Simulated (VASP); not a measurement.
InSb:

```
In Sb
1.0
     0.00000    3.27951    3.27951
     3.27951    0.00000    3.27951
     3.27951    3.27951    0.00000
In Sb
1 1
Direct
  0.00000 0.00000 0.00000
  0.25000 0.25000 0.25000
```

Base run:

```yaml
Program: VASP 6.6.1
Functional: PBE-based global hybrid with 50 % exact exchange
Potentials_or_basis: VASP PAW PBE potentials, release 64 (In_d, Sb)
Cutoff: 520 eV
k_mesh: 4 × 4 × 4
Occupations: fermi-dirac, width 0.02 eV
Spin: no spin polarisation
```

Its results: band gap on the k mesh 2.76 eV; pressure -3.8 GPa.

**Question.** The run is repeated on the same cell with these changes: functional from PBE-based global hybrid with 50 % exact exchange to HSE06; share of exact exchange from 0.5 to 0.25. What comes out?

**Answer.** Band gap on the k mesh 0.32 eV; pressure -0.6 GPa.

Caveats: the PAW data sets were made with another functional, which shifts forces and pressure a little; spin-orbit coupling is left out, which moves the levels of the heavy elements; the cell stands under tension (at least some runs).

